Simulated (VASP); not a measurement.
Wanted: the native input for a VASP 6.6.1 run.

```yaml
Task: single point
Functional: LDA
Potentials_or_basis: VASP PAW LDA potentials, release 64 (Al, N)
Cutoff: 520 eV
k_mesh: 9 × 9 × 6
Occupations: gaussian, width 0.05 eV
Spin: no spin polarisation
Dipole_correction: no
Further_INCAR_settings: ALGO = Normal; EDIFF = 1e-07; NBANDS = 16
```

The structure of AlN lies in POSCAR:

```
AlN
1.0
    3.0886152983      0.0000000000     -0.3088615298
   -1.5443076491      2.6748193108      0.1544307649
   -0.4943584266      0.0000000000      4.8778345953
Al N
2 2
Direct
    0.3446479538      0.6656385370      0.0027624932
    0.6790094168      0.3343614630      0.5027624932
    0.3263984953      0.6764543612      0.3822375068
    0.6499441341      0.3235456388      0.8822375068
```

This cell differs from its parent crystal: engineering shear strain xz -0.2000, normal strain along z -0.0133.

These files were run (other wordings do the same):

INCAR

```
  PREC = Accurate
  ENCUT = 520
  EDIFF = 1E-7
  ISMEAR = 0
  SIGMA = 0.05
  LREAL = F
  LASPH = T
  NELM = 60
  ALGO = Normal
  ISIF = 2
  LWAVE = F
  LCHARG = T
  GGA = CA
  LELF = T
  LVHAR = T
  NBANDS = 16
```

KPOINTS

```
Automatic mesh
0
Gamma
  9 9 6
```

Potentials or basis: VASP PAW LDA potentials, release 64 (Al, N).

Run with:

```bash
$ cat potpaw_LDA.64/Al/POTCAR potpaw_LDA.64/N/POTCAR > POTCAR
$ mpirun -np 1 vasp_std > vasp.out
```

Results of the run:

```
Pressure               : 4.2 GPa
Largest force          : 0.023 eV/Å
Band gap on the k mesh : 3.50 eV, direct
```

Caveat: the cell differs from its parent crystal (engineering shear strain xz -0.2000, normal strain along z -0.0133).

Run time: 24 s on 1 thread of Intel(R) Xeon(R) 6975P-C (Granite Rapids) (shared host), peak memory 0.18 GiB.
